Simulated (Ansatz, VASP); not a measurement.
**Two plane-wave programs on CdTe**

File INCAR:

```
SYSTEM = CdTe
PREC = Accurate
ENCUT = 520
EDIFF = 1E-7
ISMEAR = 0
SIGMA = 0.01
LREAL = .FALSE.
LASPH = .TRUE.
NELM = 100
ALGO = Normal
ISIF = 2
LWAVE = .FALSE.
LCHARG = .TRUE.
GGA = PE
LELF = .TRUE.
LVHAR = .TRUE.
NBANDS = 16
```

The input KPOINTS:

```
Automatic mesh
0
G
  4 4 4
  0 0 0
```

File POSCAR:

```
CdTe
1.0
    0.0000000000      3.2050000000      3.2050000000
    3.2050000000      0.0000000000      3.2050000000
    3.2050000000      3.2050000000      0.0000000000
Cd Te
1 1
Direct
    0.0000000000      0.0000000000      0.0000000000
    0.2500000000      0.2500000000      0.2500000000
```

Input for Ansatz:

```yaml
crystal:
  lattice:
    - [0.0, 3.205, 3.205]
    - [3.205, 0.0, 3.205]
    - [3.205, 3.205, 0.0]
  atoms:
    - { symbol: Cd, position: [0.0, 0.0, 0.0] }
    - { symbol: Te, position: [0.25, 0.25, 0.25] }
basis:
  ecutwfc: 476.19925930478996
kpoints:
  mp_grid:
    grid: [4, 4, 4]
hamiltonian:
  xc: pbe
  pseudopotentials:
    kind: paw
scf:
  convergence:
    dr2_threshold: 1.0e-09
  occupations:
    method: fixed
output:
  eigenvalues: true
```

Alike in both runs: task single point; functional PBE; k mesh 4 × 4 × 4; no spin polarisation.

```csv
,VASP,Ansatz
version,VASP 6.6.1,Ansatz 0.2.0
potentials or method,"VASP PAW PBE potentials, release 64 (Cd, Te), cutoff 520 eV","plane waves, PAW"
occupations,"gaussian, width 0.01 eV",fixed
valence electrons in the cell,18,36
```

```csv
,VASP,Ansatz,Ansatz less VASP
gap on the k mesh at the Fermi level (eV),0.86,0.86,0.000
```

VASP's potentials hold 18 valence electrons a cell and Ansatz's 36, so a difference there can come from the potentials and not from the codes.

The k mesh is coarse, so the values compare programs but aren't converged. Spin-orbit coupling is off throughout.
